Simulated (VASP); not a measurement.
# Sc (P-1) in VASP: further runs

Sc is run at these levels: PBE; tasks: single point.

All numbers are computed with VASP 6.6.1; they aren't measurements. Logs are shortened: lines on timing, memory, paths and dates and some standing lists are left out, and cuts for length are marked.

## 1. The cell of the first run

The typed cell holds 1 atom: a = 3.265 Å, b = 3.280 Å, c = 3.290 Å, α = 61.44°, β = 61.31°, γ = 62.16°.

## 2. Single point, PBE (25.81 Å³/atom)

The input, INCAR:

```
  PREC = Accurate
  ENCUT = 520
  EDIFF = 1E-6
  ISMEAR = -1
  SIGMA = 0.05
  LREAL = False
  LASPH = True
  NELM = 100
  ALGO = Fast
  ISIF = 2
  LWAVE = False
  LCHARG = False
  GGA = PE
  NBANDS = 12
```

The input, KPOINTS:

```
regular mesh
0
Gamma
  10 10 10
```

The input, POSCAR:

```
Sc
1.0
    3.2647611881      0.0000000000      0.0000000000
    1.5315684116      2.8999222288      0.0000000000
    1.5793737606      0.9446170396      2.7266294807
Sc
1
Direct
    0.0000000000      0.0000000000      0.0000000000
```

Potentials or basis: VASP PAW PBE potentials, release 64 (Sc_sv).

Started as:

```sh
$ cat potpaw_PBE.64/Sc_sv/POTCAR > POTCAR
$ mpirun -np 1 vasp_std > vasp.out
```

OUTCAR:

```text
PREC = Accurate
   ENCUT = 520
   EDIFF = 1E-6
   ISMEAR = -1
   LREAL = False
   LASPH = True
   NELM = 100
   ISIF = 2
   GGA = PE

 ion  position               nearest neighbor table
   1  0.000  0.000  0.000-

  LATTYP: Found a triclinic cell.
 ALAT       =     5.6473845017
 B/A-ratio  =     0.5824933604
 C/A-ratio  =     0.5982217248
 COS(alpha) =     0.0001760715
 COS(beta)  =     0.3017446046
 COS(gamma) =     0.8601547047

  Lattice vectors:

 A1 = (  -3.1109421722,  -3.8445392684,  -2.7266294807)
 A2 = (  -1.5793737606,  -0.9446170396,  -2.7266294807)
 A3 = (   1.7331927765,  -2.8999222288,   0.0000000000)

Analysis of symmetry for initial positions (statically):
=====================================================================
 Subroutine PRICEL returns:
 Original cell was already a primitive cell.

 Routine SETGRP: Setting up the symmetry group for a
 triclinic supercell.

 Subroutine GETGRP returns: Found  2 space group operations
 (whereof  2 operations were pure point group operations)
 out of a pool of  2 trial point group operations.

The static configuration has the point symmetry S_2 .

Analysis of symmetry for dynamics (positions and initial velocities):
=====================================================================
 Subroutine PRICEL returns:
 Original cell was already a primitive cell.

 Routine SETGRP: Setting up the symmetry group for a
 triclinic supercell.

 Subroutine GETGRP returns: Found  2 space group operations
 (whereof  2 operations were pure point group operations)
 out of a pool of  2 trial point group operations.

The dynamic configuration has the point symmetry S_2 .

 Subroutine INISYM returns: Found  2 space group operations
 (whereof  2 operations are pure point group operations),
 and found     1 'primitive' translations

----------------------------------------------------------------------------------------

                                     Primitive cell

  volume of cell :      25.8145

  direct lattice vectors                    reciprocal lattice vectors
     3.264761188  0.000000000  0.000000000     0.306301117 -0.161770240 -0.121378069
     1.531568412  2.899922229  0.000000000     0.000000000  0.344836834 -0.119465718
     1.579373761  0.944617040  2.726629481     0.000000000  0.000000000  0.366753168

  length of vectors
     3.264761188  3.279519894  3.289563976     0.367045802  0.364944516  0.366753168

  position of ions in fractional coordinates (direct lattice)
     0.000000000  0.000000000  0.000000000

  ion indices of the primitive-cell ions
   primitive index   ion index
                 1           1

----------------------------------------------------------------------------------------

 KPOINTS: regular mesh

Automatic generation of k-mesh.
 Grid dimensions read from file:
 generate k-points for:   10   10   10

 Generating k-lattice:

  Cartesian coordinates                     Fractional coordinates (reciprocal lattice)
     0.030630112 -0.016177024 -0.012137807     0.100000000 -0.000000000 -0.000000000
     0.000000000  0.034483683 -0.011946572     0.000000000  0.100000000 -0.000000000
     0.000000000  0.000000000  0.036675317     0.000000000  0.000000000  0.100000000

  Length of vectors
     0.036704580  0.036494452  0.036675317

  Shift w.r.t. Gamma in fractional coordinates (k-lattice)
     0.000000000  0.000000000  0.000000000

 Subroutine IBZKPT returns following result:
 ===========================================

 Found    504 irreducible k-points:

 Following reciprocal coordinates:
            Coordinates               Weight
  0.000000  0.000000  0.000000      1.000000
  0.100000 -0.000000  0.000000      2.000000
  0.200000 -0.000000  0.000000      2.000000
  0.300000 -0.000000  0.000000      2.000000
  0.400000 -0.000000  0.000000      2.000000
  0.500000 -0.000000  0.000000      1.000000
[... 16 lines left out ...]
 -0.400000  0.200000 -0.000000      2.000000
 -0.300000  0.200000  0.000000      2.000000
 [... further k-points ...]
   k-points           NKPTS =    504   k-points in BZ     NKDIM =    504   number of bands    NBANDS=     12
   number of dos      NEDOS =    301   number of ions     NIONS =      1
   total plane-waves  NPLWV =  13824
   dimension x,y,z NGX =    24 NGY =   24 NGZ =   24
   dimension x,y,z NGXF=    48 NGYF=   48 NGZF=   48
   ions per type =               1
   NGX,Y,Z   is equivalent  to a cutoff of  12.22, 12.17, 12.13 a.u.
   NGXF,Y,Z  is equivalent  to a cutoff of  24.44, 24.33, 24.26 a.u.
 SYSTEM =  unknown system
   PREC   = accura    normal or accurate (medium, high low for compatibility)
   ISTART =      0    job   : 0-new  1-cont  2-samecut
   ICHARG =      2    charge: 1-file 2-atom 10-const
   ISPIN  =      1    spin polarized calculation?
   LNONCOLLINEAR =      F non collinear calculations
   LSORBIT =      F    spin-orbit coupling
   LASPH  =      T    aspherical Exc in radial PAW
   ENCUT  =  520.0 eV  38.22 Ry    6.18 a.u.   6.07  6.10  6.12*2*pi/ulx,y,z
   NELM   =    100;   NELMIN=  2; NELMDL= -5     # of ELM steps
   EDIFF  = 0.1E-05   stopping-criterion for ELM
   LREAL  =      F    real-space projection
   EDIFFG = 0.1E-04   stopping-criterion for IOM
   NSW    =      0    number of steps for IOM
   IBRION =     -1    ionic relax: 0-MD 1-quasi-New 2-CG
   NFREE  =      0    steps in history (QN), initial steepest desc. (CG)
   ISIF   =      2    stress and relaxation
   ISYM   =      2    0-nonsym 1-usesym 2-fastsym
   POTIM  = 0.5000    time-step for ionic-motion
   TEBEG  =    0.0;   TEEND  =   0.0 temperature during run
   PSTRESS=    0.0 pullay stress
   NELECT =      11.0000    total number of electrons
   NUPDOWN=      -1.0000    fix difference up-down
   EMIN   =  10.00;   EMAX   =-10.00  energy-range for DOS
   EFERMI =   0.00;   METHOD = LEGACY
   ISMEAR =    -1;   SIGMA  =   0.05  broadening in eV -4-tet -1-fermi 0-gaus
   EFERMI_NEDOS =   21; number of points for ismear=-14 and -15
   IALGO  =     68    algorithm
   IMIX   =      4    mixing-type and parameters
     AMIX     =   0.40;   BMIX     =  1.00
     AMIX_MAG =   1.60;   BMIX_MAG =  1.00
  volume/ion in A,a.u.               =      25.81       174.20
  Fermi-wavevector in a.u.,A,eV,Ry     =   1.231925  2.328002 20.648750  1.517640
  Thomas-Fermi vector in A             =   2.366716
   LORBIT       =      0    0 simple, 1 ext, 2 COOP (PROOUT), +10 PAW based schemes
   GGA     = PE    functional components
   LHFCALC =     F    Hartree Fock is set to
   AEXX    =    0.0000 exact exchange contribution
   IVDW    =     0    specifies the selected vdW correction
   LEPSILON=     F    determine dielectric tensor
   LRPA    =     F    only Hartree local field effects (RPA)
 non-spin polarized calculation
 RMM-DIIS sequential band-by-band and
  energy-cutoff  :      520.00
  volume of cell :       25.81
 maximum number of plane-waves:       710
   NGX = 13   NGY = 13   NGZ = 13

 number of electron      11.0000001 magnetization

 Free energy of the ion-electron system (eV)
  ---------------------------------------------------
  ext. energy  EPLUGINS =         0.00000000
  ---------------------------------------------------
  free energy    TOTEN  =        -6.19599444 eV

  energy without entropy =       -6.17710198  energy(sigma->0) =       -6.18654821

 E-fermi :   3.4639     XC(G=0):  -9.6929

 val. band max:        3.4627831804   @ k =   0.1000   0.5000   0.1000
 cond. band min:       3.4656162228   @ k =  -0.4000   0.1000   0.1000
 fundamental gap:      0.0028330424
 Fermi energy:         3.4638570197

 k-point     1 :       0.0000    0.0000    0.0000
  band No.  band energies     occupation
      1     -46.0971      2.00000
      2     -24.5417      2.00000
      3     -24.5398      2.00000
      4     -24.5264      2.00000
      5      -1.6262      2.00000
      6       4.8375      0.00000
      7       4.9120      0.00000
      8       5.1802      0.00000
      9       6.2359      0.00000
     10       6.3319      0.00000
     11      15.6947      0.00000
     12      18.5266      0.00000

 k-point     2 :       0.1000   -0.0000    0.0000
  band No.  band energies     occupation
      1     -46.0926      2.00000
      2     -24.5708      2.00000
      3     -24.5449      2.00000
      4     -24.5327      2.00000
      5      -1.3876      2.00000
      6       4.7379      0.00000
      7       4.9563      0.00000
      8       5.2272      0.00000
      9       6.1918      0.00000
     10       6.2767      0.00000
     11      15.7939      0.00000
     12      17.1906      0.00000

 k-point     3 :       0.2000   -0.0000    0.0000
  band No.  band energies     occupation
      1     -46.0809      2.00000
      2     -24.6549      2.00000
      3     -24.5534      2.00000
      4     -24.5453      2.00000
      5      -0.7101      2.00000
      6       4.3695      0.00000
      7       5.0511      0.00000
      8       5.3349      0.00000
      9       6.2091      0.00000
     10       6.2526      0.00000
     11      14.4094      0.00000
     12      16.4488      0.00000

 k-point     4 :       0.3000   -0.0000    0.0000
  band No.  band energies     occupation
      1     -46.0663      2.00000
      2     -24.7576      2.00000
      3     -24.5644      2.00000
      4     -24.5600      2.00000
      5       0.2760      2.00000
      6       3.9499      0.00012
      7       4.9787      0.00000
      8       5.2572      0.00000
      9       6.4747      0.00000
     10       6.5580      0.00000
     11      12.2390      0.00000
     12      16.0013      0.00000

 k-point     5 :       0.4000   -0.0000    0.0000
  band No.  band energies     occupation
      1     -46.0545      2.00000
      2     -24.8395      2.00000
      3     -24.5746      2.00000
      4     -24.5704      2.00000
      5       1.2760      2.00000
      6       3.6583      0.04015
      7       4.8272      0.00000
      8       5.1080      0.00000
      9       6.8341      0.00000
     10       6.9844      0.00000
     11      10.4818      0.00000
     12      15.4111      0.00000
[... 228 lines left out ...]
      1     -46.0506      2.00000
      2     -24.7944      2.00000
      3     -24.6186      2.00000
      4     -24.6010      2.00000
      5       1.3157      2.00000
      6       3.4969      0.68149
      7       4.5659      0.00000
      8       5.6874      0.00000
      9       6.7065      0.00000
     10       7.0741      0.00000
     11      11.6705      0.00000
     12      15.2602      0.00000

 k-point    22 :       0.5000    0.2000   -0.0000
  band No.  band energies     occupation
      1     -46.0434      2.00000
      2     -24.8335      2.00000
      3     -24.6414      2.00000
      4     -24.6029      2.00000
      5       2.1967      2.00000
      6       3.2016      1.98951
      7       4.4101      0.00000
      8       5.5536      0.00000
      9       7.1743      0.00000
     10       7.5808      0.00000
     11       9.9270      0.00000
     12      14.3538      0.00000

 k-point    23 :      -0.4000    0.2000   -0.0000
  band No.  band energies     occupation
      1     -46.0434      2.00000
      2     -24.8261      2.00000
      3     -24.6595      2.00000
      4     -24.5941      2.00000
      5       2.3312      2.00000
      6       3.2702      1.95925
      7       4.3342      0.00000
      8       5.4898      0.00000
      9       6.8987      0.00000
     10       7.8426      0.00000
     11       9.8535      0.00000
     12      13.6755      0.00000

 k-point    24 :      -0.3000    0.2000    0.0000
  band No.  band energies     occupation
      1     -46.0508      2.00000
      2     -24.7793      2.00000
      3     -24.6617      2.00000
      4     -24.5780      2.00000
      5       1.5656      2.00000
      6       3.7299      0.00972
      7       4.2741      0.00000
      8       5.5442      0.00000
      9       6.3635      0.00000
     10       7.5234      0.00000
     11      11.4276      0.00000
     12      13.3841      0.00000

 [... further k-points ...]
[... 5 lines left out ...]
  --------------------------------------------------------------------------------------
  -------------------------------------------------------------------------------------
  Total       -0.2112277     -0.4106261     -0.4093232      0.1396132      0.0580038      0.0697662
  in kB      -13.1098475    -25.4855025    -25.4046410      8.6650930      3.6000070      4.3300359
  external PRESSURE =     -21.3333303 kB  Pullay stress =       0.0000000 kB

 VOLUME and BASIS-vectors are now :
 -----------------------------------------------------------------------------
  energy-cutoff  :      520.00
  volume of cell :       25.81
      direct lattice vectors                 reciprocal lattice vectors
     3.264761188  0.000000000  0.000000000     0.306301117 -0.161770240 -0.121378069
     1.531568412  2.899922229  0.000000000     0.000000000  0.344836834 -0.119465718
     1.579373761  0.944617040  2.726629481     0.000000000  0.000000000  0.366753168

 POSITION                                       TOTAL-FORCE (eV/Angst)
 -----------------------------------------------------------------------------------
      0.00000      0.00000      0.00000        -0.000000      0.000000      0.000000
 -----------------------------------------------------------------------------------
    total drift:                                0.000000      0.000000     -0.000000

  FREE ENERGIE OF THE ION-ELECTRON SYSTEM (eV)
  ---------------------------------------------------
  free  energy   TOTEN  =        -6.1959944406 eV

  energy  without entropy=       -6.1771019810  energy(sigma->0) =       -6.18654821
```

Run time: 98 s. Hardware: 1 thread of AMD EPYC 7R13 (Zen 3), shared host; peak memory 0.23 GiB.

What came out:

```yaml
Free_energy: -6.1960 eV
Pressure: -2.1 GPa
Band_gap_on_the_k_mesh: zero (an odd number of electrons rules out a gap without spin polarisation)
```

## 3. Single point, PBE (22.89 Å³/atom)

This run uses another cell than the first one, of 22.89 Å³/atom.

The input, INCAR:

```
SYSTEM = Sc
ALGO = Normal
EDIFF = 1E-6
ENCUT = 520
GGA = PE
ISIF = 2
ISMEAR = -1
LASPH = .TRUE.
LCHARG = .TRUE.
LELF = .TRUE.
LREAL = .FALSE.
LVHAR = .TRUE.
LWAVE = .FALSE.
NBANDS = 12
NELM = 60
PREC = Accurate
SIGMA = 0.05
```

The input, KPOINTS:

```
k-points
0
G
  10 10 10
  0 0 0
```

The input, POSCAR:

```
Sc
1.0
    3.1365971845      0.0000000000      0.0000000000
    1.4714439712      2.7860806271      0.0000000000
    1.5173726363      0.9075344187      2.6195907938
Sc
1
Direct
    0.0000000000      0.0000000000      0.0000000000
```

Potentials or basis: VASP PAW PBE potentials, release 64 (Sc_sv).

Started as:

```sh
$ cat potpaw_PBE.64/Sc_sv/POTCAR > POTCAR
$ mpirun -np 1 vasp_std > vasp.out
```

It took 79 s on 1 thread of AMD EPYC 7R13 (Zen 3), shared host; peak memory 0.21 GiB.

Results (log left out):

* Free energy: -6.1784 eV
* Pressure: 4.4 GPa
* Band gap on the k mesh: zero (an odd number of electrons rules out a gap without spin polarisation)

Stress tensor (GPa, compression positive):
```
5.48 1.11 0.59
1.11 3.81 0.51
0.59 0.51 3.86
```

Levels at points of the mesh, in eV from the Fermi level:
```tsv
k point	band 3	band 4	band 5	band 6	band 7	band 8
(0.00, 0.00, 0.00)	-27.61	-27.59	-5.32	1.52	1.60	1.92
(0.50, 0.00, 0.00)	-27.67	-27.66	-1.86	0.32	1.42	1.75
(0.00, 0.50, 0.00)	-27.66	-27.66	-1.88	0.26	1.44	1.75
(0.50, 0.50, 0.00)	-27.81	-27.77	-1.66	-0.75	2.35	4.16
(0.00, 0.00, 0.50)	-27.67	-27.66	-1.86	0.31	1.34	1.83
(0.50, 0.00, 0.50)	-27.80	-27.76	-1.68	-0.72	2.13	4.16
(0.00, 0.50, 0.50)	-27.80	-27.76	-1.68	-0.72	2.12	4.17
(0.50, 0.50, 0.50)	-27.70	-27.69	-1.78	0.65	1.41	1.56
```

Caveat: the cell stands under pressure.
